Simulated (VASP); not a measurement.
Input of a VASP 6.6.1 run:

Contents of INCAR:

```
SYSTEM = HfH2
PREC = Accurate ; ENCUT = 520
EDIFF = 1E-7 ; ISMEAR = 0
SIGMA = 0.1 ; LREAL = .FALSE.
LASPH = .TRUE. ; NELM = 60
ALGO = Normal ; ISIF = 2
LWAVE = .FALSE. ; LCHARG = .TRUE.
GGA = PS ; LELF = .TRUE.
LVHAR = .TRUE. ; NBANDS = 13
```

KPOINTS

```
regular mesh
0
G
  16 16 16
  0 0 0
```

The input POSCAR:

```
HfH2
1.0
   -1.7049709019      1.7049709019      2.0400458790
    1.7049709019     -1.7049709019      2.0400458790
    1.7049709019      1.7049709019     -2.0400458790
Hf H
1 2
Direct
    0.0000000000      0.0000000000      0.0000000000
    0.7500000000      0.2500000000      0.5000000000
    0.2500000000      0.7500000000      0.5000000000
```

Potentials or basis: VASP PAW PBE potentials, release 64 (Hf_pv, H).

Run with:

```bash
$ cat potpaw_PBE.64/Hf_pv/POTCAR potpaw_PBE.64/H/POTCAR > POTCAR
$ mpirun -np 1 vasp_std > vasp.out
```

(1) Predict the pressure.

(2) What does it give for the band gap on the k mesh?

Answers

(1) 11.4 GPa.

(2) zero (bands 6 and 7 overlap by 1.27 eV).

Caveat: the cell stands under pressure; the PAW data sets were made with another functional, which shifts forces and pressure a little; spin-orbit coupling is left out, which moves the levels of the heavy elements.
